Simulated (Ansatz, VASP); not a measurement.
## One calculation of Cd, two programs

File INCAR:

```
SYSTEM = Cd
PREC     = Accurate       ! precision mode
ENCUT    = 520            ! plane-wave cutoff, eV
EDIFF    = 1E-6           ! SCF threshold, eV
ISMEAR   = -1             ! smearing method
SIGMA    = 0.1            ! smearing width, eV
LREAL    = .FALSE.        ! projectors in reciprocal space
LASPH    = .TRUE.         ! aspherical terms in the spheres
NELM     = 80             ! most SCF steps
ALGO     = Normal         ! electronic algorithm
ISIF     = 2              ! what is computed and relaxed
LWAVE    = .FALSE.        ! write WAVECAR
LCHARG   = .FALSE.        ! write CHGCAR
GGA      = RP             ! functional
NBANDS   = 25             ! bands
```

Contents of KPOINTS:

```
regular mesh
0
G
  8 8 11
  0 0 0
```

Contents of POSCAR:

```
Cd
1.0
    5.2586488578      0.0000000000      0.0000000000
   -2.6293244289      4.5541235004      0.0000000000
    0.0000000000      0.0000000000      3.1742956463
Cd
3
Direct
    0.0000000000      1.0000000000      0.0000000000
    0.3333333333      0.6666666667      0.5000000000
    0.6666666667      0.3333333333      0.5000000000
```

Input for Ansatz:

```yaml
crystal:
  lattice:
    - [5.2586488578, 0.0, 0.0]
    - [-2.6293244289, 4.5541235004, 0.0]
    - [0.0, 0.0, 3.1742956463]
  atoms:
    - { symbol: Cd, position: [0.0, 1.0, 0.0] }
    - { symbol: Cd, position: [0.3333333333, 0.6666666667, 0.5] }
    - { symbol: Cd, position: [0.6666666667, 0.3333333333, 0.5] }
hamiltonian:
  xc: rpbe
  pseudopotentials:
    kind: paw
    azcp:
      Cd: "pseudopotentials/Cd.paw.azcp"
basis:
  ecutwfc: 420
  fft_grid_basis: typed
kpoints:
  mp_grid: { grid: [8, 8, 11], shift: [0, 0, 0] }
magnetization:
  spin_polarized: false
scf:
  occupations: { method: fermi_dirac, width: 0.1 }
  lower_state_search: "off"
output:
  stress: true
  write_density: true
  write_potential: true
  elf: true
  volumetric_format: npy
```

Alike in both runs: task single point; functional RPBE; k mesh 8 × 8 × 11; occupations fermi-dirac, width 0.1 eV; no spin polarisation.

|  | VASP | Ansatz |
| --- | --- | --- |
| version | VASP 6.6.1 | Ansatz 0.2.0 |
| potentials or method | VASP PAW PBE potentials, release 64 (Cd), cutoff 520 eV | plane waves (420 eV) with PAW, scalar-relativistic |
| valence electrons in the cell | 36 | 60 |

Ansatz gave:

* pressure (GPa): 0.1

Task: Which values does VASP return?

Result: Pressure (GPa): 0.2.

VASP's potentials were made for PBE, not for RPBE. VASP's potentials hold 36 valence electrons a cell and Ansatz's 60, so a difference there can come from the potentials and not from the codes.
